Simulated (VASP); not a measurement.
# Sr (Fd-3m) in VASP: a series of runs

The runs below take Sr through single point, with RPBE.

Everything below comes from runs of VASP 6.6.1. Logs are shortened: lines on timing, memory, paths and dates and some standing lists are left out, and cuts for length are marked.

## (1) The cell of the first run

It takes space group Fd-3m (No. 227, cubic). The conventional cell has a = 9.991 Å, b = 9.991 Å, c = 9.991 Å, α = 90.00°, β = 90.00°, γ = 90.00°. Within 5.7 Å of Sr (site symmetry -43m) lie 4 Sr at 4.33 Å.

## (2) Single point, RPBE (volume scaled by 1.04)

Input file INCAR:

```
SYSTEM = Sr
  PREC = Accurate
  ENCUT = 520
  EDIFF = 1E-6
  ISMEAR = -1
  SIGMA = 0.1
  LREAL = .False.
  LASPH = .True.
  NELM = 100
  ALGO = Normal
  ISIF = 2
  LWAVE = .False.
  LCHARG = .False.
  GGA = RP
  NBANDS = 17
```

Input file KPOINTS:

```
regular mesh
0
Gamma
  6 6 6
  0 0 0
```

Input file POSCAR:

```
Sr
1.0
    0.0000000000      4.9955688431      4.9955688431
    4.9955688431      0.0000000000      4.9955688431
    4.9955688431      4.9955688431      0.0000000000
Sr
2
Direct
    0.1250000000      0.1250000000      0.1250000000
    0.8750000000      0.8750000000      0.8750000000
```

Potentials or basis: VASP PAW PBE potentials, release 64 (Sr_sv).

On the command line:

```sh
> cat potpaw_PBE.64/Sr_sv/POTCAR > POTCAR
> mpirun -np 1 vasp_std > vasp.out
```

OUTCAR:

```text
SYSTEM = Sr
   PREC = Accurate
   ENCUT = 520
   EDIFF = 1E-6
   ISMEAR = -1
   LREAL = .False.
   LASPH = .True.
   NELM = 100
   ISIF = 2
   GGA = RP

 ion  position               nearest neighbor table
   1  0.125  0.125  0.125-   2 4.33   2 4.33   2 4.33   2 4.33
   2  0.875  0.875  0.875-   1 4.33   1 4.33   1 4.33   1 4.33

  LATTYP: Found a face centered cubic cell.
 ALAT       =     9.9911376862

  Lattice vectors:

 A1 = (   0.0000000000,   4.9955688431,   4.9955688431)
 A2 = (   4.9955688431,   0.0000000000,   4.9955688431)
 A3 = (   4.9955688431,   4.9955688431,   0.0000000000)

Analysis of symmetry for initial positions (statically):
=====================================================================
 Subroutine PRICEL returns:
 Original cell was already a primitive cell.

 Routine SETGRP: Setting up the symmetry group for a
 face centered cubic supercell.

 Subroutine GETGRP returns: Found 48 space group operations
 (whereof 12 operations were pure point group operations)
 out of a pool of 48 trial point group operations.

The static configuration has the point symmetry D_3d.
 The point group associated with its full space group is O_h .

Analysis of symmetry for dynamics (positions and initial velocities):
=====================================================================
 Subroutine PRICEL returns:
 Original cell was already a primitive cell.

 Routine SETGRP: Setting up the symmetry group for a
 face centered cubic supercell.

 Subroutine GETGRP returns: Found 48 space group operations
 (whereof 12 operations were pure point group operations)
 out of a pool of 48 trial point group operations.

The dynamic configuration has the point symmetry D_3d.
 The point group associated with its full space group is O_h .

 Subroutine INISYM returns: Found 48 space group operations
 (whereof 12 operations are pure point group operations),
 and found     1 'primitive' translations

----------------------------------------------------------------------------------------

                                     Primitive cell

  volume of cell :     249.3359

  direct lattice vectors                    reciprocal lattice vectors
     0.000000000  4.995568843  4.995568843    -0.100088702  0.100088702  0.100088702
     4.995568843  0.000000000  4.995568843     0.100088702 -0.100088702  0.100088702
[... 71 lines left out ...]
   LNONCOLLINEAR =      F non collinear calculations
   LSORBIT =      F    spin-orbit coupling
   LASPH  =      T    aspherical Exc in radial PAW
   ENCUT  =  520.0 eV  38.22 Ry    6.18 a.u.  13.14 13.14 13.14*2*pi/ulx,y,z
   NELM   =    100;   NELMIN=  2; NELMDL= -5     # of ELM steps
   EDIFF  = 0.1E-05   stopping-criterion for ELM
   LREAL  =      F    real-space projection
   EDIFFG = 0.1E-04   stopping-criterion for IOM
   NSW    =      0    number of steps for IOM
   IBRION =     -1    ionic relax: 0-MD 1-quasi-New 2-CG
   NFREE  =      0    steps in history (QN), initial steepest desc. (CG)
   ISIF   =      2    stress and relaxation
   ISYM   =      2    0-nonsym 1-usesym 2-fastsym
   POTIM  = 0.5000    time-step for ionic-motion
   TEBEG  =    0.0;   TEEND  =   0.0 temperature during run
   PSTRESS=    0.0 pullay stress
   NELECT =      20.0000    total number of electrons
   NUPDOWN=      -1.0000    fix difference up-down
   EMIN   =  10.00;   EMAX   =-10.00  energy-range for DOS
   EFERMI =   0.00;   METHOD = LEGACY
   ISMEAR =    -1;   SIGMA  =   0.10  broadening in eV -4-tet -1-fermi 0-gaus
   EFERMI_NEDOS =   21; number of points for ismear=-14 and -15
   IALGO  =     38    algorithm
   IMIX   =      4    mixing-type and parameters
     AMIX     =   0.40;   BMIX     =  1.00
     AMIX_MAG =   1.60;   BMIX_MAG =  1.00
  volume/ion in A,a.u.               =     124.67       841.30
  Fermi-wavevector in a.u.,A,eV,Ry     =   0.706030  1.334203  6.782212  0.498479
  Thomas-Fermi vector in A             =   1.791701
   LORBIT       =      0    0 simple, 1 ext, 2 COOP (PROOUT), +10 PAW based schemes
   GGA     = RP    functional components
   LHFCALC =     F    Hartree Fock is set to
   AEXX    =    0.0000 exact exchange contribution
   IVDW    =     0    specifies the selected vdW correction
   LEPSILON=     F    determine dielectric tensor
   LRPA    =     F    only Hartree local field effects (RPA)
 non-spin polarized calculation
  energy-cutoff  :      520.00
  volume of cell :      249.34
 maximum number of plane-waves:      6754
 NGX is ok and might be reduce to    54
   NGX = 27   NGY = 27   NGZ = 27

 number of electron      20.0000000 magnetization

 Free energy of the ion-electron system (eV)
  ---------------------------------------------------
  ext. energy  EPLUGINS =         0.00000000
  ---------------------------------------------------
  free energy    TOTEN  =        -1.17756277 eV

  energy without entropy =       -1.07649059  energy(sigma->0) =       -1.12702668

 E-fermi :  -0.3994     XC(G=0):  -4.8928

 val. band max:       -0.4142691065   @ k =  -0.3333   0.3333   0.0000
 cond. band min:      -0.3318939801   @ k =  -0.1667   0.1667   0.0000
 fundamental gap:      0.0823751264
 Fermi energy:        -0.3994400842

 k-point     1 :       0.0000    0.0000    0.0000
  band No.  band energies     occupation
      1     -38.2241      2.00000
      2     -38.2169      2.00000
      3     -20.1867      2.00000
      4     -20.1867      2.00000
      5     -20.1867      2.00000
      6     -20.1423      2.00000
[... 297 lines left out ...]
      4     -20.1943      2.00000
      5     -20.1647      2.00000
      6     -20.1647      2.00000
[... 9 lines left out ...]
     16       0.8899      0.00001
     17       1.6203      0.00000

------------------------ aborting loop because EDIFF is reached ----------------------------------------

  FORCE on cell =-STRESS in cart. coord.  units (eV):
  Direction    XX          YY          ZZ          XY          YZ          ZX
  --------------------------------------------------------------------------------------
  -------------------------------------------------------------------------------------
  Total       -0.1031110     -0.1031110     -0.1031110      0.0000000     -0.0000000      0.0000000
  in kB       -0.6625683     -0.6625683     -0.6625683      0.0000000     -0.0000000      0.0000000
  external PRESSURE =      -0.6625683 kB  Pullay stress =       0.0000000 kB

 VOLUME and BASIS-vectors are now :
 -----------------------------------------------------------------------------
  energy-cutoff  :      520.00
  volume of cell :      249.34
      direct lattice vectors                 reciprocal lattice vectors
     0.000000000  4.995568843  4.995568843    -0.100088702  0.100088702  0.100088702
     4.995568843  0.000000000  4.995568843     0.100088702 -0.100088702  0.100088702
     4.995568843  4.995568843  0.000000000     0.100088702  0.100088702 -0.100088702

 POSITION                                       TOTAL-FORCE (eV/Angst)
 -----------------------------------------------------------------------------------
      1.24889      1.24889      1.24889         0.000000     -0.000000     -0.000000
      8.74225      8.74225      8.74225        -0.000000      0.000000      0.000000
 -----------------------------------------------------------------------------------
    total drift:                               -0.000000      0.000000     -0.000000

  FREE ENERGIE OF THE ION-ELECTRON SYSTEM (eV)
  ---------------------------------------------------
  free  energy   TOTEN  =        -1.1775627669 eV

  energy  without entropy=       -1.0764905858  energy(sigma->0) =       -1.12702668
```

OSZICAR:

```text
N       E                     dE             d eps       ncg     rms          rms(c)
DAV:   1     0.128061443405E+03    0.12806E+03   -0.84510E+03   592   0.878E+02
DAV:   2     0.117652620706E+02   -0.11630E+03   -0.11489E+03   668   0.208E+02
DAV:   3     0.412261092545E+00   -0.11353E+02   -0.11245E+02   892   0.497E+01
DAV:   4    -0.110116415080E+01   -0.15134E+01   -0.15109E+01   836   0.129E+01
DAV:   5    -0.111985772246E+01   -0.18694E-01   -0.18683E-01   810   0.157E+00    0.968E+00
DAV:   6    -0.114843870078E+01   -0.28581E-01   -0.22400E-02   731   0.111E+00    0.536E+00
DAV:   7    -0.117346686810E+01   -0.25028E-01   -0.35028E-02   583   0.139E+00    0.381E-01
DAV:   8    -0.117699324712E+01   -0.35264E-02   -0.75919E-03   709   0.403E-01    0.455E-02
DAV:   9    -0.117727950256E+01   -0.28626E-03   -0.35922E-04   860   0.777E-02    0.278E-02
DAV:  10    -0.117751777199E+01   -0.23827E-03   -0.42011E-04   600   0.629E-02    0.125E-02
DAV:  11    -0.117754047903E+01   -0.22707E-04   -0.47782E-05   747   0.190E-02    0.415E-03
DAV:  12    -0.117756256793E+01   -0.22089E-04   -0.99087E-05   444   0.202E-02    0.717E-03
DAV:  13    -0.117756276689E+01   -0.19897E-06   -0.76336E-06   618   0.607E-03
   1 F= -.11775628E+01 E0= -.11270267E+01  d E =-.101072E+00
```

stdout:

```text
POSCAR found type information on POSCAR Sr
 POSCAR found :  1 types and       2 ions
 scaLAPACK will be used
 -----------------------------------------------------------------------------
|                                                                             |
|                                                                             |
|     You enforced a specific xc type in the INCAR file but a different       |
|     I HOPE YOU KNOW WHAT YOU ARE DOING!                                     |
|                                                                             |
 -----------------------------------------------------------------------------

 LDA part: xc-table for (Slater+PW92), standard interpolation
 POSCAR, INCAR and KPOINTS ok, starting setup
 FFT: planning ... GRIDC
 FFT: planning ... GRID_SOFT
 FFT: planning ... GRID
 WAVECAR not read
 entering main loop
```

It took 72 s on 1 thread of Intel Xeon Platinum 8488C (Sapphire Rapids), shared host; peak memory 0.38 GiB.

What came out:

- Free energy: -1.1776 eV
- Pressure: -0.1 GPa
- Band gap on the k mesh: zero (band 10 reaches 0.20 eV, above the bottom of band 11 at -0.41 eV)

Caveat: the cell differs from its parent crystal (volume scaled by 1.04); the PAW data sets were made with another functional, which shifts forces and pressure a little.

## (3) Single point, RPBE (volume scaled by 1.08)

Input file INCAR:

```
SYSTEM = Sr
  PREC = Accurate
  ENCUT = 520
  EDIFF = 1E-6
  ISMEAR = -1
  SIGMA = 0.1
  LREAL = .FALSE.
  LASPH = .TRUE.
  NELM = 60
  ALGO = Normal
  ISIF = 2
  LWAVE = .FALSE.
  LCHARG = .FALSE.
  GGA = RP
  NBANDS = 17
```

Input file KPOINTS:

```
Automatic mesh
0
G
  6 6 6
  0 0 0
```

Input file POSCAR:

```
Sr
1.0
    0.0000000000      5.0588106054      5.0588106054
    5.0588106054      0.0000000000      5.0588106054
    5.0588106054      5.0588106054      0.0000000000
Sr
2
Direct
    0.1250000000      0.1250000000      0.1250000000
    0.8750000000      0.8750000000      0.8750000000
```

Potentials or basis: VASP PAW PBE potentials, release 64 (Sr_sv).

On the command line:

```sh
> cat potpaw_PBE.64/Sr_sv/POTCAR > POTCAR
> mpirun -np 1 vasp_std > vasp.out
```

It took 86 s on 1 thread of Intel Xeon Platinum 8488C (Sapphire Rapids), shared host; peak memory 0.39 GiB.

It converged, with:

```
Free energy            : -1.1717 eV
Pressure               : -0.1 GPa
Band gap on the k mesh : zero (band 10 reaches 0.14 eV, above the bottom of band 11 at -0.45 eV)
```

Levels at points of the mesh, in eV from the Fermi level:
| k point | band 7 | band 8 | band 9 | band 10 | band 11 | band 12 | band 13 | band 14 |
| --- | --- | --- | --- | --- | --- | --- | --- | --- |
| (0.00, 0.00, 0.00) | -19.78 | -19.78 | -2.47 | 0.58 | 0.58 | 0.58 | 0.90 | 0.90 |
| (0.50, 0.00, 0.00) | -19.78 | -19.78 | -1.74 | -0.72 | 0.67 | 0.71 | 0.71 | 0.77 |
| (0.50, 0.50, 0.00) | -19.78 | -19.78 | -1.11 | -1.11 | 0.33 | 0.33 | 0.61 | 0.61 |

Caveat: the cell differs from its parent crystal (volume scaled by 1.08); the PAW data sets were made with another functional, which shifts forces and pressure a little.

## (4) Single point, RPBE (volume scaled by 1.12)

Input file INCAR:

```
PREC = Accurate ; ENCUT = 520
EDIFF = 1E-6 ; ISMEAR = -1
SIGMA = 0.1 ; LREAL = False
LASPH = True ; NELM = 80
ALGO = Normal ; ISIF = 2
LWAVE = False ; LCHARG = False
GGA = RP ; NBANDS = 17
```

Input file KPOINTS:

```
regular mesh
0
Gamma
  6 6 6
```

Input file POSCAR:

```
Sr
1.0
    0.0000000000      5.1205094984      5.1205094984
    5.1205094984      0.0000000000      5.1205094984
    5.1205094984      5.1205094984      0.0000000000
Sr
2
Direct
    0.1250000000      0.1250000000      0.1250000000
    0.8750000000      0.8750000000      0.8750000000
```

On the command line:

```sh
> cat potpaw_PBE.64/Sr_sv/POTCAR > POTCAR
> mpirun -np 1 vasp_std > vasp.out
```

It took 65 s on 1 thread of Intel Xeon Platinum 8488C (Sapphire Rapids), shared host; peak memory 0.4 GiB.

Results (log left out):

```yaml
Free_energy: -1.1620 eV
Pressure: -0.2 GPa
Band_gap_on_the_k_mesh: zero (band 10 reaches 0.07 eV, above the bottom of band 11 at -0.47 eV)
```

Levels at points of the mesh, in eV from the Fermi level:
```
           k point  band 7  band 8  band 9  band 10  band 11  band 12  band 13  band 14
(0.00, 0.00, 0.00)  -19.82  -19.82   -2.44     0.57     0.57     0.57     0.90     0.90
(0.50, 0.00, 0.00)  -19.82  -19.82   -1.74    -0.72     0.67     0.68     0.68     0.77
(0.50, 0.50, 0.00)  -19.82  -19.82   -1.12    -1.12     0.35     0.35     0.58     0.58
```

Caveat: the cell differs from its parent crystal (volume scaled by 1.12); the PAW data sets were made with another functional, which shifts forces and pressure a little.

## (5) Single point, RPBE

This run uses another cell than the first one, of 119.87 Å³/atom, 0.962 times its volume.

Input file INCAR:

```
PREC = Accurate
ENCUT = 520
EDIFF = 1E-7
ISMEAR = -1
SIGMA = 0.1
LREAL = False
LASPH = True
NELM = 100
ALGO = Normal
ISIF = 2
LWAVE = False
LCHARG = False
GGA = RP
NBANDS = 17
```

Input file KPOINTS:

```
Automatic mesh
0
Gamma
  9 9 9
```

Input file POSCAR:

```
Sr
1.0
    0.0000000000      4.9306839815      4.9306839815
    4.9306839815      0.0000000000      4.9306839815
    4.9306839815      4.9306839815      0.0000000000
Sr
2
Direct
    0.1250000000      0.1250000000      0.1250000000
    0.8750000000      0.8750000000      0.8750000000
```

Potentials or basis: VASP PAW PBE potentials, release 64 (Sr_sv).

On the command line:

```sh
> cat potpaw_PBE.64/Sr_sv/POTCAR > POTCAR
> mpirun -np 1 vasp_std > vasp.out
```

OUTCAR:

```text
PREC = Accurate
   ENCUT = 520
   EDIFF = 1E-7
   ISMEAR = -1
   LREAL = False
   LASPH = True
   NELM = 100
   ISIF = 2
   GGA = RP

 ion  position               nearest neighbor table
   1  0.125  0.125  0.125-   2 4.27   2 4.27   2 4.27   2 4.27
   2  0.875  0.875  0.875-   1 4.27   1 4.27   1 4.27   1 4.27

  LATTYP: Found a face centered cubic cell.
 ALAT       =     9.8613679630

  Lattice vectors:

 A1 = (   0.0000000000,   4.9306839815,   4.9306839815)
 A2 = (   4.9306839815,   0.0000000000,   4.9306839815)
 A3 = (   4.9306839815,   4.9306839815,   0.0000000000)

Analysis of symmetry for initial positions (statically):
=====================================================================
 Subroutine PRICEL returns:
 Original cell was already a primitive cell.

 Routine SETGRP: Setting up the symmetry group for a
 face centered cubic supercell.

 Subroutine GETGRP returns: Found 48 space group operations
 (whereof 12 operations were pure point group operations)
 out of a pool of 48 trial point group operations.

The static configuration has the point symmetry D_3d.
[... 162 lines left out ...]

 E-fermi :  -0.3457     XC(G=0):  -5.0025

 val. band max:       -0.3783931369   @ k =  -0.3333   0.3333   0.0000
 cond. band min:      -0.3277663792   @ k =  -0.3333   0.4444   0.1111
 fundamental gap:      0.0506267577
 Fermi energy:        -0.3456724017

 k-point     1 :       0.0000    0.0000    0.0000
  band No.  band energies     occupation
      1     -38.1321      2.00000
      2     -38.1234      2.00000
      3     -20.0996      2.00000
      4     -20.0996      2.00000
      5     -20.0996      2.00000
      6     -20.0487      2.00000
[... 457 lines left out ...]
      4     -20.1082      2.00000
      5     -20.0789      2.00000
      6     -20.0701      2.00000
[... 9 lines left out ...]
     16       1.0407      0.00000
     17       1.3354      0.00000

 [... further k-points ...]

------------------------ aborting loop because EDIFF is reached ----------------------------------------

  FORCE on cell =-STRESS in cart. coord.  units (eV):
  Direction    XX          YY          ZZ          XY          YZ          ZX
  --------------------------------------------------------------------------------------
  -------------------------------------------------------------------------------------
  Total        0.0250843      0.0250843      0.0250843      0.0000000      0.0000000      0.0000000
  in kB        0.1676335      0.1676335      0.1676335      0.0000000      0.0000000      0.0000000
  external PRESSURE =       0.1676335 kB  Pullay stress =       0.0000000 kB

 VOLUME and BASIS-vectors are now :
 -----------------------------------------------------------------------------
  energy-cutoff  :      520.00
  volume of cell :      239.75
      direct lattice vectors                 reciprocal lattice vectors
     0.000000000  4.930683981  4.930683981    -0.101405809  0.101405809  0.101405809
     4.930683981  0.000000000  4.930683981     0.101405809 -0.101405809  0.101405809
     4.930683981  4.930683981  0.000000000     0.101405809  0.101405809 -0.101405809

 POSITION                                       TOTAL-FORCE (eV/Angst)
 -----------------------------------------------------------------------------------
      1.23267      1.23267      1.23267        -0.000000      0.000000     -0.000000
      8.62870      8.62870      8.62870         0.000000     -0.000000      0.000000
 -----------------------------------------------------------------------------------
    total drift:                               -0.000000      0.000000     -0.000000

  FREE ENERGIE OF THE ION-ELECTRON SYSTEM (eV)
  ---------------------------------------------------
  free  energy   TOTEN  =        -1.1791393867 eV

  energy  without entropy=       -1.0751805248  energy(sigma->0) =       -1.12715996
```

stdout:

```text
POSCAR found type information on POSCAR Sr
 POSCAR found :  1 types and       2 ions
 scaLAPACK will be used
 -----------------------------------------------------------------------------
|                                                                             |
|                                                                             |
|     You enforced a specific xc type in the INCAR file but a different       |
|     I HOPE YOU KNOW WHAT YOU ARE DOING!                                     |
|                                                                             |
 -----------------------------------------------------------------------------

 LDA part: xc-table for (Slater+PW92), standard interpolation
 POSCAR, INCAR and KPOINTS ok, starting setup
 FFT: planning ... GRIDC
 FFT: planning ... GRID_SOFT
 FFT: planning ... GRID
 WAVECAR not read
 entering main loop
```

Wall time 2.6 min (1 thread of Intel Xeon Platinum 8488C (Sapphire Rapids), shared host); peak memory 0.44 GiB.

Results:

```yaml
Free_energy: -1.1791 eV
Pressure: 0.0 GPa
Band_gap_on_the_k_mesh: zero (band 10 reaches 0.27 eV, above the bottom of band 11 at -0.38 eV)
```

Levels at points of the mesh, in eV from the Fermi level:
```
           k point  band 7  band 8  band 9  band 10  band 11  band 12  band 13  band 14
(0.00, 0.00, 0.00)  -19.70  -19.70   -2.55     0.62     0.62     0.62     0.90     0.90
```

Caveat: the PAW data sets were made with another functional, which shifts forces and pressure a little.

## (6) The runs side by side

```csv
cell,k mesh,gap on the mesh (eV),pressure (GPa)
"a = 7.065 Å, angles 60.0°, 2 atoms",6 × 6 × 6,none,-0.1
"a = 7.154 Å, angles 60.0°, 2 atoms",6 × 6 × 6,none,-0.1
"a = 7.241 Å, angles 60.0°, 2 atoms",6 × 6 × 6,none,-0.2
"a = 6.973 Å, angles 60.0°, 2 atoms",9 × 9 × 9,none,0.0
```

Alike in all rows: task single point; level RPBE; potentials or basis VASP PAW PBE potentials, release 64 (Sr_sv); no spin polarisation; cutoff (eV) 520; smearing fermi-dirac 0.1 eV.

Caveats: the PAW data sets were made with another functional, which shifts forces and pressure a little.

Absolute energies hang on the potentials; compare differences alone.
